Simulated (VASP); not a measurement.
Here is a VASP 6.6.1 calculation.

Contents of INCAR:

```
ALGO = Normal
EDIFF = 1E-8
ENCUT = 520
GGA = PS
IBRION = 8
ISIF = 2
ISMEAR = 0
LASPH = T
LCHARG = F
LREAL = F
LWAVE = F
NBANDS = 16
NELM = 80
NSW = 1
PREC = Accurate
SIGMA = 0.01
```

KPOINTS

```
k-points
0
Gamma
  8 8 8
```

Contents of POSCAR:

```
CdS
1.0
    2.7956333532      2.7956333532      0.0000000000
   -2.7956333532      2.7956333532      0.0000000000
    0.0000000000      2.7956333532      2.7956333532
Cd S
1 1
Direct
    0.0000000000      0.0000000000      0.0000000000
    0.7500000000      0.2500000000      0.5000000000
```

Potentials or basis: VASP PAW PBE potentials, release 64 (Cd, S).

Launch:

```sh
$ cat potpaw_PBE.64/Cd/POTCAR potpaw_PBE.64/S/POTCAR > POTCAR
$ mpirun -np 1 vasp_std > vasp.out
```

**Question.** Estimate the highest phonon frequency at Γ, LO-TO splitting left out.

**Answer.** 292 cm⁻¹.

Phonon frequencies in cm⁻¹ (negative: imaginary):
| q point | frequencies |
| --- | --- |
| (0.000, 0.000, 0.000) | 0 0 0 292 292 292 |

Caveat: the cell stands under pressure or tension, which shifts response properties.
